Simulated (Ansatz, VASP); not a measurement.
## One calculation of Nb, two programs

```
CELL_PARAMETERS angstrom
2.97641 0.00000 0.00000
-1.48821 2.57765 0.00000
0.00000 0.00000 10.91324
ATOMIC_POSITIONS crystal
Nb 0.00000 0.00000 0.00000
Nb 0.00000 0.00000 0.50000
Nb 0.33333 0.66667 0.25000
Nb 0.66667 0.33333 0.75000
```

Alike in both runs: task single point; functional PBE; k mesh 17 × 17 × 4; occupations fermi-dirac, width 0.1 eV; no spin polarisation.

|  | VASP | Ansatz |
| --- | --- | --- |
| version | VASP 6.6.1 | Ansatz 0.2.0 |
| potentials or method | VASP PAW PBE potentials, release 64 (Nb_sv), cutoff 520 eV | plane waves (420 eV) with PAW, scalar-relativistic |
| valence electrons in the cell | 52 | 52 |

Ansatz gave:

```
pressure (GPa)                                                : -14.7
traceless stress, the component that is largest in VASP (GPa) : 0.73
```

Task: Which values does VASP return?

Result: Pressure (GPa): -14.9; traceless stress, the component that is largest in VASP (GPa): 0.69.

With one functional, cell and mesh, what is left measures potentials, basis and numerics.
